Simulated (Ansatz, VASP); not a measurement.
# Ag in VASP and in Ansatz

```xyz
4
Lattice="2.9675 -1.7697 0.0000 2.9675 1.7697 0.0000 -1.6575 0.0000 7.6833" Properties=species:S:1:pos:R:3 pbc="T T T"
Ag    0.1340    0.0000    0.7653
Ag    4.1435    0.0000    6.9180
Ag    2.0027    0.0000    4.6100
Ag    2.2749    0.0000    3.0733
```

Alike in both runs: task single point; functional PBE; k mesh 6 × 6 × 4; occupations gaussian, width 0.1 eV; no spin polarisation.

|  | VASP | Ansatz |
| --- | --- | --- |
| version | VASP 6.6.1 | Ansatz 0.2.0 |
| potentials or method | VASP PAW PBE potentials, release 64 (Ag), cutoff 520 eV | scalar-relativistic, plane waves, PAW |
| valence electrons in the cell | 44 | 76 |

```csv
,VASP,Ansatz,Ansatz less VASP
gap on the k mesh at the Fermi level (eV),none,none,-
rms of the force components (eV/Å),26.286,59.153,+32.8670
```

Atom by atom the forces differ by 32.870 eV/Å (rms over components). A gap of «none» marks a metal or a gap that the smearing closes. VASP's potentials hold 44 valence electrons a cell and Ansatz's 76, so a difference there can come from the potentials and not from the codes.
